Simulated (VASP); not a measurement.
Runs of VASP 6.6.1 on Co. The structure is that of space group Pm-3m (No. 221), or close to it. The cells are those of the table. This isn't the form of Co at room conditions, which is hcp.

```tsv
task	cell	cutoff (eV)	gap on the mesh (eV)	pressure (GPa)	moment (μB)
single point	a = 2.239 Å, 1 atom	520	none	3.0	1.45
relaxation of cell and atoms	relaxed to 4.5 GPa from a = 2.240 Å, 1 atom	600	none	4.5	1.44
relaxation of cell and atoms	relaxed to 4.5 GPa from a = 2.198 Å, 1 atom	600	none	4.4	1.44
single point	a = 2.240 Å, 1 atom	520	none	(a)	1.45
```

Alike in all rows: level LDA; potentials or basis VASP PAW LDA potentials, release 64 (Co); spin collinear, ferromagnetic start; k mesh 17 × 17 × 17; smearing fermi-dirac 0.08 eV.

**Question.** Fill in the values left out.

**Answer.** (a) 2.9.

Caveats: the cell is relaxed towards a set pressure, so the run minimises the enthalpy, not the energy (at least some runs); the cell stands under pressure (at least some runs).

A gap of «none» marks levels without a gap at the run's occupations.
